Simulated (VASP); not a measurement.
# CaSe (I-4m2) in VASP: a series of runs

The runs below take CaSe through single point, with LDA.

Program: VASP 6.6.1. These are calculated values, not measurements. Logs are shortened: lines on timing, memory, paths and dates and some standing lists are left out, and cuts for length are marked.

## (1) The cell of the first run

Symmetry: I-4m2, No. 119, tetragonal system. The conventional cell has a = 4.667 Å, b = 4.667 Å, c = 6.699 Å, α = 90.00°, β = 90.00°, γ = 90.00°. Within 3.8 Å of Ca (site symmetry -4m2) lie 4 Se at 2.87 Å. Within 3.8 Å of Se (site symmetry -4m2) lie 4 Ca at 2.87 Å.

## (2) Single point, LDA (strain +0.000 along x and y, +0.015 along z)

Input file INCAR:

```
PREC = Accurate ; ENCUT = 520
EDIFF = 1E-6 ; ISMEAR = 0
SIGMA = 0.05 ; LREAL = F
LASPH = T ; NELM = 80
ALGO = Normal ; ISIF = 2
LWAVE = F ; LCHARG = F
GGA = CA ; NBANDS = 15
```

Input file KPOINTS:

```
Automatic mesh
0
Gamma
  6 6 6
```

Input file POSCAR:

```
CaSe
1.0
    0.0000000000      3.3000000000      3.3495000000
    3.3000000000      0.0000000000      3.3495000000
    3.3000000000      3.3000000000      0.0000000000
Ca Se
1 1
Direct
    0.0000000000      0.0000000000      0.0000000000
    0.7500000000      0.7500000000      0.7500000000
```

Potentials or basis: VASP PAW LDA potentials, release 64 (Ca_sv, Se).

Started as:

```console
cat potpaw_LDA.64/Ca_sv/POTCAR potpaw_LDA.64/Se/POTCAR > POTCAR
mpirun -np 1 vasp_std > vasp.out
```

OUTCAR:

```text
PREC = Accurate
   ENCUT = 520
   EDIFF = 1E-6
   ISMEAR = 0
   LREAL = F
   LASPH = T
   NELM = 80
   ISIF = 2
   GGA = CA

 ion  position               nearest neighbor table
   1  0.000  0.000  0.000-   2 2.87   2 2.87   2 2.87   2 2.87
   2  0.750  0.750  0.750-   1 2.87   1 2.87   1 2.87   1 2.87

  LATTYP: Found a body centered tetragonal cell.
 ALAT       =     4.6669047558
 C/A-ratio  =     1.4354267658

  Lattice vectors:

 A1 = (  -3.3000000000,   0.0000000000,   3.3495000000)
 A2 = (   3.3000000000,   0.0000000000,   3.3495000000)
 A3 = (   0.0000000000,   3.3000000000,  -3.3495000000)

Analysis of symmetry for initial positions (statically):
=====================================================================
 Subroutine PRICEL returns:
 Original cell was already a primitive cell.

 Routine SETGRP: Setting up the symmetry group for a
 body centered tetragonal supercell.

 Subroutine GETGRP returns: Found  8 space group operations
 (whereof  8 operations were pure point group operations)
 out of a pool of 16 trial point group operations.

The static configuration has the point symmetry D_2d.

Analysis of symmetry for dynamics (positions and initial velocities):
=====================================================================
 Subroutine PRICEL returns:
 Original cell was already a primitive cell.

 Routine SETGRP: Setting up the symmetry group for a
 body centered tetragonal supercell.

 Subroutine GETGRP returns: Found  8 space group operations
 (whereof  8 operations were pure point group operations)
 out of a pool of 16 trial point group operations.

The dynamic configuration has the point symmetry D_2d.

 Subroutine INISYM returns: Found  8 space group operations
 (whereof  8 operations are pure point group operations),
 and found     1 'primitive' translations

----------------------------------------------------------------------------------------

                                     Primitive cell

  volume of cell :      72.9521

  direct lattice vectors                    reciprocal lattice vectors
     0.000000000  3.300000000  3.349500000    -0.151515152  0.151515152  0.149276011
     3.300000000  0.000000000  3.349500000     0.151515152 -0.151515152  0.149276011
     3.300000000  3.300000000  0.000000000     0.151515152  0.151515152 -0.149276011

  length of vectors
     4.702036819  4.702036819  4.666904756     0.261145572  0.261145572  0.261145572

  position of ions in fractional coordinates (direct lattice)
     0.000000000  0.000000000  0.000000000
     0.750000000  0.750000000  0.750000000

  ion indices of the primitive-cell ions
   primitive index   ion index
                 1           1
                 2           2

----------------------------------------------------------------------------------------

 KPOINTS: Automatic mesh

Automatic generation of k-mesh.
 Grid dimensions read from file:
 generate k-points for:    6    6    6

 Generating k-lattice:

  Cartesian coordinates                     Fractional coordinates (reciprocal lattice)
    -0.025252525  0.025252525  0.024879335     0.166666667  0.000000000  0.000000000
     0.025252525 -0.025252525  0.024879335     0.000000000  0.166666667  0.000000000
     0.025252525  0.025252525 -0.024879335     0.000000000  0.000000000  0.166666667

  Length of vectors
     0.043524262  0.043524262  0.043524262

  Shift w.r.t. Gamma in fractional coordinates (k-lattice)
     0.000000000  0.000000000  0.000000000

 Subroutine IBZKPT returns following result:
 ===========================================

 Found     30 irreducible k-points:

 Following reciprocal coordinates:
            Coordinates               Weight
  0.000000  0.000000  0.000000      1.000000
  0.166667 -0.000000  0.000000      8.000000
  0.333333  0.000000  0.000000      8.000000
  0.500000  0.000000  0.000000      4.000000
  0.166667  0.166667  0.000000      2.000000
  0.333333  0.166667  0.000000      8.000000
[... 16 lines left out ...]
  0.333333  0.000000  0.333333      4.000000
  0.500000  0.000000  0.333333     16.000000
 [... further k-points ...]
   k-points           NKPTS =     30   k-points in BZ     NKDIM =     30   number of bands    NBANDS=     15
   number of dos      NEDOS =    301   number of ions     NIONS =      2
   total plane-waves  NPLWV =  46656
   dimension x,y,z NGX =    36 NGY =   36 NGZ =   36
   dimension x,y,z NGXF=    72 NGYF=   72 NGZF=   72
   ions per type =               1   1
   NGX,Y,Z   is equivalent  to a cutoff of  12.73, 12.73, 12.82 a.u.
   NGXF,Y,Z  is equivalent  to a cutoff of  25.46, 25.46, 25.65 a.u.
 SYSTEM =  unknown system
   PREC   = accura    normal or accurate (medium, high low for compatibility)
   ISTART =      0    job   : 0-new  1-cont  2-samecut
   ICHARG =      2    charge: 1-file 2-atom 10-const
   ISPIN  =      1    spin polarized calculation?
   LNONCOLLINEAR =      F non collinear calculations
   LSORBIT =      F    spin-orbit coupling
   LASPH  =      T    aspherical Exc in radial PAW
   ENCUT  =  520.0 eV  38.22 Ry    6.18 a.u.   8.74  8.74  8.68*2*pi/ulx,y,z
   NELM   =     80;   NELMIN=  2; NELMDL= -5     # of ELM steps
   EDIFF  = 0.1E-05   stopping-criterion for ELM
   LREAL  =      F    real-space projection
   EDIFFG = 0.1E-04   stopping-criterion for IOM
   NSW    =      0    number of steps for IOM
   IBRION =     -1    ionic relax: 0-MD 1-quasi-New 2-CG
   NFREE  =      0    steps in history (QN), initial steepest desc. (CG)
   ISIF   =      2    stress and relaxation
   ISYM   =      2    0-nonsym 1-usesym 2-fastsym
   POTIM  = 0.5000    time-step for ionic-motion
   TEBEG  =    0.0;   TEEND  =   0.0 temperature during run
   PSTRESS=    0.0 pullay stress
   NELECT =      16.0000    total number of electrons
   NUPDOWN=      -1.0000    fix difference up-down
   EMIN   =  10.00;   EMAX   =-10.00  energy-range for DOS
   EFERMI =   0.00;   METHOD = LEGACY
   ISMEAR =     0;   SIGMA  =   0.05  broadening in eV -4-tet -1-fermi 0-gaus
   EFERMI_NEDOS =   21; number of points for ismear=-14 and -15
   IALGO  =     38    algorithm
   IMIX   =      4    mixing-type and parameters
     AMIX     =   0.40;   BMIX     =  1.00
     AMIX_MAG =   1.60;   BMIX_MAG =  1.00
  volume/ion in A,a.u.               =      36.48       246.15
  Fermi-wavevector in a.u.,A,eV,Ry     =   0.987269  1.865668 13.261602  0.974700
  Thomas-Fermi vector in A             =   2.118711
   LORBIT       =      0    0 simple, 1 ext, 2 COOP (PROOUT), +10 PAW based schemes
   GGA     = CA    functional components
   LHFCALC =     F    Hartree Fock is set to
   AEXX    =    0.0000 exact exchange contribution
   IVDW    =     0    specifies the selected vdW correction
   LEPSILON=     F    determine dielectric tensor
   LRPA    =     F    only Hartree local field effects (RPA)
 non-spin polarized calculation
 Gauss-broadening in eV      SIGMA  =   0.05
  energy-cutoff  :      520.00
  volume of cell :       72.95
 maximum number of plane-waves:      1988
   NGX = 17   NGY = 17   NGZ = 17

 number of electron      15.9999999 magnetization

 Free energy of the ion-electron system (eV)
  ---------------------------------------------------
  ext. energy  EPLUGINS =         0.00000000
  ---------------------------------------------------
  free energy    TOTEN  =        -9.79540341 eV

  energy without entropy =       -9.79540341  energy(sigma->0) =       -9.79540341

 E-fermi :  -0.2684     XC(G=0):  -7.8947

 val. band max:       -0.5783048021   @ k =  -0.3333   0.1667   0.0000
 cond. band min:       2.2496212676   @ k =   0.0000   0.0000   0.0000
 fundamental gap:      2.8279260697
 Fermi energy:        -0.2684468262

 k-point     1 :       0.0000    0.0000    0.0000
  band No.  band energies     occupation
      1     -39.3178      2.00000
      2     -20.6223      2.00000
      3     -20.6223      2.00000
      4     -20.6184      2.00000
      5     -10.9225      2.00000
      6      -0.6983      2.00000
      7      -0.6789      2.00000
      8      -0.6789      2.00000
      9       2.2496      0.00000
     10       4.5263      0.00000
     11       4.5971      0.00000
     12       6.4731      0.00000
     13       6.5391      0.00000
     14       6.5391      0.00000
     15       8.1292      0.00000

 k-point     2 :       0.1667   -0.0000    0.0000
  band No.  band energies     occupation
      1     -39.3174      2.00000
      2     -20.6315      2.00000
      3     -20.6234      2.00000
      4     -20.6206      2.00000
      5     -10.8633      2.00000
      6      -1.1035      2.00000
      7      -0.6732      2.00000
      8      -0.6532      2.00000
      9       3.0231      0.00000
     10       4.4227      0.00000
     11       4.4782      0.00000
     12       6.0398      0.00000
     13       6.4688      0.00000
     14       6.4910      0.00000
     15       7.4967      0.00000

 k-point     3 :       0.3333    0.0000    0.0000
  band No.  band energies     occupation
      1     -39.3166      2.00000
      2     -20.6514      2.00000
      3     -20.6258      2.00000
      4     -20.6235      2.00000
      5     -10.7436      2.00000
      6      -1.6313      2.00000
      7      -0.6436      2.00000
      8      -0.6088      2.00000
      9       4.0926      0.00000
     10       4.4554      0.00000
     11       4.4825      0.00000
     12       5.1863      0.00000
     13       5.9778      0.00000
     14       5.9813      0.00000
     15       7.2558      0.00000
[... 343 lines left out ...]
 k-point    23 :       0.3333    0.0000    0.3333
  band No.  band energies     occupation
      1     -39.3162      2.00000
      2     -20.6543      2.00000
      3     -20.6318      2.00000
      4     -20.6271      2.00000
      5     -10.6845      2.00000
      6      -1.6780      2.00000
      7      -0.6765      2.00000
      8      -0.6584      2.00000
      9       3.1188      0.00000
     10       4.6996      0.00000
     11       5.0629      0.00000
     12       5.5457      0.00000
     13       5.6017      0.00000
     14       5.7381      0.00000
     15       7.9745      0.00000

 k-point    24 :       0.5000    0.0000    0.3333
  band No.  band energies     occupation
      1     -39.3158      2.00000
      2     -20.6606      2.00000
      3     -20.6354      2.00000
      4     -20.6296      2.00000
      5     -10.6250      2.00000
      6      -1.6913      2.00000
      7      -0.8477      2.00000
      8      -0.6451      2.00000
      9       3.0048      0.00000
     10       4.2602      0.00000
     11       4.9759      0.00000
     12       5.5040      0.00000
     13       5.6124      0.00000
     14       6.7142      0.00000
     15       8.0859      0.00000

 [... further k-points ...]
[... 5 lines left out ...]
  --------------------------------------------------------------------------------------
  -------------------------------------------------------------------------------------
  Total       -1.3279706     -1.3279706     -1.3905883      0.0000000      0.0000000      0.0000000
  in kB      -29.1649456    -29.1649456    -30.5401585      0.0000000      0.0000000      0.0000000
  external PRESSURE =     -29.6233499 kB  Pullay stress =       0.0000000 kB

 VOLUME and BASIS-vectors are now :
 -----------------------------------------------------------------------------
  energy-cutoff  :      520.00
  volume of cell :       72.95
      direct lattice vectors                 reciprocal lattice vectors
     0.000000000  3.300000000  3.349500000    -0.151515152  0.151515152  0.149276011
     3.300000000  0.000000000  3.349500000     0.151515152 -0.151515152  0.149276011
     3.300000000  3.300000000  0.000000000     0.151515152  0.151515152 -0.149276011

 POSITION                                       TOTAL-FORCE (eV/Angst)
 -----------------------------------------------------------------------------------
      0.00000      0.00000      0.00000        -0.000000     -0.000000      0.000000
      4.95000      4.95000      5.02425         0.000000      0.000000      0.000000
 -----------------------------------------------------------------------------------
    total drift:                                0.000000      0.000000      0.000000

  FREE ENERGIE OF THE ION-ELECTRON SYSTEM (eV)
  ---------------------------------------------------
  free  energy   TOTEN  =        -9.7954034136 eV

  energy  without entropy=       -9.7954034136  energy(sigma->0) =       -9.79540341
```

Run time: 24 s. Hardware: 1 thread of Intel Xeon Platinum 8259CL at 2.50GHz (Skylake/Cascade Lake), shared host; peak memory 0.18 GiB.

Results:

| Property | Result |
| --- | --- |
| Free energy | -9.7954 eV |
| Pressure | -3.0 GPa |
| Band gap on the k mesh | 2.83 eV, indirect (least direct gap 2.93 eV) |

Levels at points of the mesh, in eV from the valence-band top:
| k point | band 6 | band 7 | band 8 | band 9 | band 10 | band 11 |
| --- | --- | --- | --- | --- | --- | --- |
| (0.00, 0.00, 0.00) | -0.12 | -0.10 | -0.10 | 2.83 | 5.10 | 5.18 |
| (0.50, 0.00, 0.00) | -1.24 | -0.05 | -0.01 | 4.81 | 5.23 | 5.25 |
| (0.50, 0.50, 0.00) | -1.28 | -0.03 | -0.03 | 3.32 | 4.72 | 5.84 |
| (0.50, 0.00, 0.50) | -1.25 | -0.08 | -0.07 | 3.34 | 4.72 | 5.84 |

Caveat: the cell differs from its parent crystal (strain +0.000 along x and y, +0.015 along z). A k mesh can miss the band edges.

## (3) Single point, LDA (strain +0.015 along x and y, +0.000 along z)

Input file INCAR:

```
SYSTEM = CaSe
ALGO     = Normal         ! electronic algorithm
EDIFF    = 1E-6           ! SCF threshold, eV
ENCUT    = 520            ! plane-wave cutoff, eV
ISIF     = 2              ! what is computed and relaxed
ISMEAR   = 0              ! smearing method
LASPH    = .TRUE.         ! aspherical terms in the spheres
LCHARG   = .FALSE.        ! write CHGCAR
LREAL    = .FALSE.        ! projectors in reciprocal space
LWAVE    = .FALSE.        ! write WAVECAR
NBANDS   = 15             ! bands
NELM     = 60             ! most SCF steps
PREC     = Accurate       ! precision mode
SIGMA    = 0.05           ! smearing width, eV
```

Input file KPOINTS:

```
k-points
0
G
  6 6 6
  0 0 0
```

Input file POSCAR:

```
CaSe
1.0
    0.0000000000      3.3495000000      3.3000000000
    3.3495000000      0.0000000000      3.3000000000
    3.3495000000      3.3495000000      0.0000000000
Ca Se
1 1
Direct
    0.0000000000      0.0000000000      0.0000000000
    0.7500000000      0.7500000000      0.7500000000
```

Potentials or basis: VASP PAW LDA potentials, release 64 (Ca_sv, Se).

Started as:

```console
cat potpaw_LDA.64/Ca_sv/POTCAR potpaw_LDA.64/Se/POTCAR > POTCAR
mpirun -np 1 vasp_std > vasp.out
```

Wall time 22 s (1 thread of Intel Xeon Platinum 8259CL at 2.50GHz (Skylake/Cascade Lake), shared host); peak memory 0.19 GiB.

The run converged. Its results:

| Quantity | Value |
| --- | --- |
| Free energy | -9.7741 eV |
| Pressure | -3.3 GPa |
| Band gap on the k mesh | 2.79 eV, indirect (least direct gap 2.87 eV) |

Stress tensor (GPa, compression positive):
```
-3.37  0.00  0.00
 0.00 -3.37  0.00
 0.00  0.00 -3.24
```

Levels at points of the mesh, in eV from the valence-band top:
```
           k point  band 5  band 6  band 7  band 8  band 9  band 10  band 11  band 12
(0.00, 0.00, 0.00)  -10.32   -0.10   -0.10   -0.08    2.79     5.08     5.15     7.00
(0.50, 0.00, 0.00)  -10.09   -1.22   -0.04    0.00    4.78     5.21     5.22     5.43
(0.50, 0.50, 0.00)  -10.01   -1.21   -0.08   -0.08    3.36     4.69     5.80     5.81
(0.50, 0.00, 0.50)  -10.02   -1.24   -0.04   -0.04    3.33     4.70     5.79     5.80
```

Caveat: the cell differs from its parent crystal (strain +0.015 along x and y, +0.000 along z).

## (4) Single point, LDA (strain +0.015 along x and y, +0.030 along z)

Input file INCAR:

```
PREC = Accurate
ENCUT = 520
EDIFF = 1E-6
ISMEAR = 0
SIGMA = 0.05
LREAL = F
LASPH = T
NELM = 100
ALGO = Normal
ISIF = 2
LWAVE = F
LCHARG = F
GGA = CA
NBANDS = 15
```

Input file KPOINTS:

```
regular mesh
0
Gamma
  6 6 6
```

Input file POSCAR:

```
CaSe
1.0
    0.0000000000      3.3495000000      3.3990000000
    3.3495000000      0.0000000000      3.3990000000
    3.3495000000      3.3495000000      0.0000000000
Ca Se
1 1
Direct
    0.0000000000      0.0000000000      0.0000000000
    0.7500000000      0.7500000000      0.7500000000
```

Started as:

```console
cat potpaw_LDA.64/Ca_sv/POTCAR potpaw_LDA.64/Se/POTCAR > POTCAR
mpirun -np 1 vasp_std > vasp.out
```

It took 22 s on 1 thread of Intel Xeon Platinum 8259CL at 2.50GHz (Skylake/Cascade Lake), shared host; peak memory 0.19 GiB.

Results (log left out):

* Free energy: -9.7237 eV
* Pressure: -4.0 GPa
* Band gap on the k mesh: 2.70 eV, indirect (least direct gap 2.78 eV)

Stress tensor (GPa, compression positive):
```
-3.93  0.00  0.00
 0.00 -3.93  0.00
 0.00  0.00 -4.09
```

Levels at points of the mesh, in eV from the valence-band top:
```csv
k point,band 5,band 6,band 7,band 8,band 9,band 10,band 11,band 12
"(0.00, 0.00, 0.00)",-10.30,-0.10,-0.09,-0.09,2.70,5.00,5.06,6.81
"(0.50, 0.00, 0.00)",-10.09,-1.19,-0.05,-0.01,4.70,5.11,5.13,5.30
"(0.50, 0.50, 0.00)",-10.03,-1.22,-0.05,-0.05,3.31,4.62,5.68,5.68
"(0.50, 0.00, 0.50)",-10.02,-1.19,-0.09,-0.08,3.33,4.61,5.68,5.69
```

Caveat: the cell differs from its parent crystal (strain +0.015 along x and y, +0.030 along z). A k mesh can miss the band edges.

(Part 1 of 2 ends here.)
